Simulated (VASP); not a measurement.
# ErSc2Sb3 (P-3m1) in VASP: relaxation of shape and atoms at fixed volume with PBE

Aim: the relaxation of shape and atoms at fixed volume of ErSc2Sb3 with PBE.

All numbers are computed with VASP 6.6.1; they aren't measurements. Logs are shortened: lines on timing, memory, paths and dates and some standing lists are left out, and cuts for length are marked.

## Step 1: The cell of the first run

The structure is trigonal, space group P-3m1 (No. 164). Conventional cell: a = 4.183 Å, b = 4.183 Å, c = 10.230 Å, α = 90.00°, β = 90.00°, γ = 120.00°. Within 4.0 Å of Er (site symmetry -3m) lie 6 Sb at 3.02 Å. Within 3.8 Å of Sc (site symmetry 3m) lie 6 Sb at 2.92 to 2.93 Å. Sb (site symmetry 3m) has 3 Sc at 2.92 Å and 3 Er at 3.02 Å within 3.8 Å. Within 3.9 Å of Sb (site symmetry -3m) lie 6 Sc at 2.93 Å.

## Step 2: Relaxation of shape and atoms at fixed volume, PBE (25.83 Å³/atom)

The input, INCAR:

```
SYSTEM = ErSc2Sb3
ALGO = Normal ; EDIFF = 1E-7
EDIFFG = -0.01 ; ENCUT = 500
GGA = PE ; GGA_COMPAT = .FALSE.
IBRION = 2 ; ISIF = 4
ISMEAR = 0 ; LASPH = .TRUE.
LCHARG = .FALSE. ; LMAXMIX = 6
LREAL = .FALSE. ; LWAVE = .FALSE.
NELM = 200 ; NELMIN = 4
NSW = 50 ; PREC = Accurate
SIGMA = 0.1
```

The input, KPOINTS:

```
k-points
0
G
  12 12 4
  0 0 0
```

The input, POSCAR:

```
ErSc2Sb3
1.0
    4.1829367882      0.0000000000      0.0000000000
   -2.0914683941      3.6225295210      0.0000000000
    0.0000000000      0.0000000000     10.2296546215
Er Sc Sb
1 2 3
Direct
    0.0000000000      0.0000000000      0.0000000000
    0.3333333333      0.6666666667      0.6620034667
    0.6666666667      0.3333333333      0.3379965333
    0.3333333333      0.6666666667      0.1773561633
    0.6666666667      0.3333333333      0.8226438367
    0.0000000000      0.0000000000      0.5000000000
```

Potentials or basis: VASP PAW PBE potentials, release 64 (Er_3, Sc_sv, Sb), 4f in core.

The run is started by

```
$ cat potpaw_PBE.64/Er_3/POTCAR potpaw_PBE.64/Sc_sv/POTCAR potpaw_PBE.64/Sb/POTCAR > POTCAR
$ mpirun -np 1 vasp_std > vasp.out
```

OUTCAR:

```text
SYSTEM = ErSc2Sb3
   EDIFF = 1E-7
   EDIFFG = -0.01
   ENCUT = 500
   GGA = PE
   IBRION = 2
   ISIF = 4
   ISMEAR = 0
   LASPH = .TRUE.
   LREAL = .FALSE.
   NELM = 200
   NELMIN = 4
   NSW = 50
   PREC = Accurate

 ion  position               nearest neighbor table
   1  0.000  0.000  0.000-   4 3.02   5 3.02   4 3.02   5 3.02   5 3.02   4 3.02
   2  0.333  0.667  0.662-   5 2.92   5 2.92   5 2.92   6 2.93   6 2.93   6 2.93
   3  0.667  0.333  0.338-   4 2.92   4 2.92   4 2.92   6 2.93   6 2.93   6 2.93
   4  0.333  0.667  0.177-   3 2.92   3 2.92   3 2.92   1 3.02   1 3.02   1 3.02
   5  0.667  0.333  0.823-   2 2.92   2 2.92   2 2.92   1 3.02   1 3.02   1 3.02
   6  0.000  0.000  0.500-   2 2.93   3 2.93   2 2.93   3 2.93   3 2.93   2 2.93

  LATTYP: Found a hexagonal cell.
 ALAT       =     4.1829367882
 C/A-ratio  =     2.4455675855

  Lattice vectors:

 A1 = (   4.1829367882,   0.0000000000,   0.0000000000)
 A2 = (  -2.0914683941,   3.6225295210,   0.0000000000)
 A3 = (   0.0000000000,   0.0000000000,  10.2296546215)

Analysis of symmetry for initial positions (statically):
=====================================================================
 Subroutine PRICEL returns:
 Original cell was already a primitive cell.

 Routine SETGRP: Setting up the symmetry group for a
 hexagonal supercell.

 Subroutine GETGRP returns: Found 12 space group operations
 (whereof 12 operations were pure point group operations)
 out of a pool of 24 trial point group operations.

The static configuration has the point symmetry D_3d.

Analysis of symmetry for dynamics (positions and initial velocities):
=====================================================================
 Subroutine PRICEL returns:
 Original cell was already a primitive cell.

 Routine SETGRP: Setting up the symmetry group for a
 hexagonal supercell.

 Subroutine GETGRP returns: Found 12 space group operations
 (whereof 12 operations were pure point group operations)
 out of a pool of 24 trial point group operations.

The dynamic configuration has the point symmetry D_3d.

 Subroutine INISYM returns: Found 12 space group operations
 (whereof 12 operations are pure point group operations),
 and found     1 'primitive' translations

----------------------------------------------------------------------------------------

                                     Primitive cell

  volume of cell :     155.0080

  direct lattice vectors                    reciprocal lattice vectors
     4.182936788  0.000000000  0.000000000     0.239066486  0.138025100  0.000000000
    -2.091468394  3.622529521  0.000000000     0.000000000  0.276050200  0.000000000
     0.000000000  0.000000000 10.229654621     0.000000000  0.000000000  0.097755011

  length of vectors
     4.182936788  4.182936788 10.229654621     0.276050200  0.276050200  0.097755011

  position of ions in fractional coordinates (direct lattice)
     0.000000000  0.000000000  0.000000000
     0.333333333  0.666666667  0.662003467
     0.666666667  0.333333333  0.337996533
     0.333333333  0.666666667  0.177356163
     0.666666667  0.333333333  0.822643837
     0.000000000  0.000000000  0.500000000

  ion indices of the primitive-cell ions
   primitive index   ion index
                 1           1
                 2           2
                 3           3
                 4           4
                 5           5
                 6           6

----------------------------------------------------------------------------------------

 KPOINTS: k-points

Automatic generation of k-mesh.
 Grid dimensions read from file:
 generate k-points for:   12   12    4

 Generating k-lattice:

  Cartesian coordinates                     Fractional coordinates (reciprocal lattice)
     0.019922207  0.011502092  0.000000000     0.083333333  0.000000000  0.000000000
     0.000000000  0.023004183  0.000000000     0.000000000  0.083333333  0.000000000
     0.000000000  0.000000000  0.024438753     0.000000000  0.000000000  0.250000000

  Length of vectors
     0.023004183  0.023004183  0.024438753

  Shift w.r.t. Gamma in fractional coordinates (k-lattice)
     0.000000000  0.000000000  0.000000000

 Subroutine IBZKPT returns following result:
 ===========================================

 Found     69 irreducible k-points:

 Following reciprocal coordinates:
            Coordinates               Weight
  0.000000  0.000000  0.000000      1.000000
  0.083333  0.000000  0.000000      6.000000
  0.166667  0.000000  0.000000      6.000000
  0.250000  0.000000  0.000000      6.000000
  0.333333  0.000000  0.000000      6.000000
  0.416667  0.000000  0.000000      6.000000
[... 16 lines left out ...]
  0.166667  0.000000  0.250000      6.000000
  0.000000  0.166667  0.250000      6.000000
 [... further k-points ...]
   k-points           NKPTS =     69   k-points in BZ     NKDIM =     69   number of bands    NBANDS=     27
   number of dos      NEDOS =    301   number of ions     NIONS =      6
   total plane-waves  NPLWV =  81920
   dimension x,y,z NGX =    32 NGY =   32 NGZ =   80
   dimension x,y,z NGXF=    64 NGYF=   64 NGZF=  160
   ions per type =               1   2   3
   NGX,Y,Z   is equivalent  to a cutoff of  12.72, 12.72, 13.00 a.u.
   NGXF,Y,Z  is equivalent  to a cutoff of  25.44, 25.44, 26.00 a.u.
 SYSTEM =  ErSc2Sb3
   PREC   = accura    normal or accurate (medium, high low for compatibility)
   ISTART =      0    job   : 0-new  1-cont  2-samecut
   ICHARG =      2    charge: 1-file 2-atom 10-const
   ISPIN  =      1    spin polarized calculation?
   LNONCOLLINEAR =      F non collinear calculations
   LSORBIT =      F    spin-orbit coupling
   LASPH  =      T    aspherical Exc in radial PAW
   ENCUT  =  500.0 eV  36.75 Ry    6.06 a.u.   7.63  7.63 18.65*2*pi/ulx,y,z
   NELM   =    200;   NELMIN=  4; NELMDL= -5     # of ELM steps
   EDIFF  = 0.1E-06   stopping-criterion for ELM
   LREAL  =      F    real-space projection
   EDIFFG = -.1E-01   stopping-criterion for IOM
   NSW    =     50    number of steps for IOM
   IBRION =      2    ionic relax: 0-MD 1-quasi-New 2-CG
   NFREE  =      1    steps in history (QN), initial steepest desc. (CG)
   ISIF   =      4    stress and relaxation
   ISYM   =      2    0-nonsym 1-usesym 2-fastsym
   POTIM  = 0.5000    time-step for ionic-motion
   TEBEG  =    0.0;   TEEND  =   0.0 temperature during run
   PSTRESS=    0.0 pullay stress
   NELECT =      46.0000    total number of electrons
   NUPDOWN=      -1.0000    fix difference up-down
   EMIN   =  10.00;   EMAX   =-10.00  energy-range for DOS
   EFERMI =   0.00;   METHOD = LEGACY
   ISMEAR =     0;   SIGMA  =   0.10  broadening in eV -4-tet -1-fermi 0-gaus
   EFERMI_NEDOS =   21; number of points for ismear=-14 and -15
   IALGO  =     38    algorithm
   IMIX   =      4    mixing-type and parameters
     AMIX     =   0.40;   BMIX     =  1.00
     AMIX_MAG =   1.60;   BMIX_MAG =  1.00
  volume/ion in A,a.u.               =      25.83       174.34
  Fermi-wavevector in a.u.,A,eV,Ry     =   1.091967  2.063518 16.223467  1.192391
  Thomas-Fermi vector in A             =   2.228223
   LORBIT       =      0    0 simple, 1 ext, 2 COOP (PROOUT), +10 PAW based schemes
   GGA     = PE    functional components
   LHFCALC =     F    Hartree Fock is set to
   AEXX    =    0.0000 exact exchange contribution
   IVDW    =     0    specifies the selected vdW correction
   LEPSILON=     F    determine dielectric tensor
   LRPA    =     F    only Hartree local field effects (RPA)
 conjugate gradient relaxation of ions
 non-spin polarized calculation
 Gauss-broadening in eV      SIGMA  =   0.10
  energy-cutoff  :      500.00
  volume of cell :      155.01
 maximum number of plane-waves:      4003
 NGX is ok and might be reduce to    32
   NGX = 15   NGY = 15   NGZ = 37

--------------------------------------- Ionic step        1  -------------------------------------------

 number of electron      45.9999999 magnetization

 Free energy of the ion-electron system (eV)
  ---------------------------------------------------
  ext. energy  EPLUGINS =         0.00000000
  ---------------------------------------------------
  free energy    TOTEN  =       -35.28325782 eV

  energy without entropy =      -35.27767062  energy(sigma->0) =      -35.28046422

------------------------ aborting loop because EDIFF is reached ----------------------------------------

  FORCE on cell =-STRESS in cart. coord.  units (eV):
  Direction    XX          YY          ZZ          XY          YZ          ZX
  --------------------------------------------------------------------------------------
  -------------------------------------------------------------------------------------
  Total        2.2286103      2.2286103      2.2318403      0.0000000      0.0000000      0.0000000
  in kB       23.0351221     23.0351221     23.0685071      0.0000000      0.0000000      0.0000000
  external PRESSURE =      23.0462504 kB  Pullay stress =       0.0000000 kB
[... 105 lines left out ...]
  energy  without entropy=      -35.2779183044  energy(sigma->0) =      -35.28071229

--------------------------------------- Ionic step        4  -------------------------------------------

 number of electron      46.0000000 magnetization

 Free energy of the ion-electron system (eV)
  ---------------------------------------------------
  ext. energy  EPLUGINS =         0.00000000
  ---------------------------------------------------
  free energy    TOTEN  =       -35.28353916 eV

  energy without entropy =      -35.27795088  energy(sigma->0) =      -35.28074502

 E-fermi :   5.9573     XC(G=0): -10.0579

 val. band max:        5.9345094655   @ k =   0.0833   0.0000   0.2500
 cond. band min:       5.9748021851   @ k =   0.3333   0.0833   0.2500
 fundamental gap:      0.0402927196
 Fermi energy:         5.9573083783

 k-point     1 :       0.0000    0.0000    0.0000
  band No.  band energies     occupation
      1     -43.9388      2.00000
      2     -43.9373      2.00000
      3     -22.5896      2.00000
      4     -22.5669      2.00000
      5     -22.5657      2.00000
      6     -22.5657      2.00000
[... 709 lines left out ...]
     26       7.3626      0.00000
     27       7.4121      0.00000

 [... further k-points ...]

------------------------ aborting loop because EDIFF is reached ----------------------------------------

  FORCE on cell =-STRESS in cart. coord.  units (eV):
  Direction    XX          YY          ZZ          XY          YZ          ZX
  --------------------------------------------------------------------------------------
  -------------------------------------------------------------------------------------
  Total        2.2243103      2.2243103      2.2205809      0.0000000      0.0000000      0.0000000
  in kB       22.9906761     22.9906761     22.9521294      0.0000000      0.0000000      0.0000000
  external PRESSURE =      22.9778272 kB  Pullay stress =       0.0000000 kB
[... 21 lines left out ...]
  FREE ENERGIE OF THE ION-ELECTRON SYSTEM (eV)
  ---------------------------------------------------
  free  energy   TOTEN  =       -35.2835391632 eV

  energy  without entropy=      -35.2779508827  energy(sigma->0) =      -35.28074502

 reached required accuracy - stopping structural energy minimisation
```

Run time: 14 min. Hardware: 1 thread of Intel Xeon Platinum 8375C at 2.90GHz (Ice Lake), shared host; peak memory 0.48 GiB.

What came out:

```yaml
Free_energy: -35.2835 eV
Energy_gained_by_relaxing: 0.0 meV/atom
Ionic_steps: 4
Pressure_after_relaxing: 2.3 GPa
Largest_force_after_relaxing: 0.010 eV/Å
Band_gap_on_the_k_mesh: zero (bands 23 and 24 overlap by 1.41 eV)
```

Forces on the atoms (eV/Å):
```
Er   0.000  0.000  0.000
Sc   0.000  0.000 -0.010
Sc   0.000  0.000  0.010
Sb   0.000  0.000 -0.001
Sb   0.000  0.000  0.001
Sb   0.000  0.000  0.000
```

The path:
```tsv
step	energy change (eV)	largest force (eV/Å)	pressure (GPa)	volume (Å³)
1	0.0000	0.0449	2.30	155.01
2	-0.0002	0.0262	2.30	155.01
3	-0.0002	0.0182	2.30	155.01
4	-0.0003	0.0095	2.30	155.01
```

Final structure:
```
Er Sc Sb
1.0
     4.18290    0.00000    0.00000
    -2.09145    3.62249    0.00000
     0.00000    0.00000   10.22985
Er Sc Sb
1 2 3
Direct
  0.00000 0.00000 0.00000
  0.33333 0.66667 0.66183
  0.66667 0.33333 0.33817
  0.33333 0.66667 0.17792
  0.66667 0.33333 0.82208
  0.00000 0.00000 0.50000
```

Caveat: spin-orbit coupling is left out, which moves the levels of the heavy elements; the 4f electrons are frozen in the core, so they carry no moment and show no levels. Spin polarisation is off, so any magnetic state and its effect on volume and gap are missing.

The gap in the log of VASP goes by the Fermi energy; the results here count the filled bands.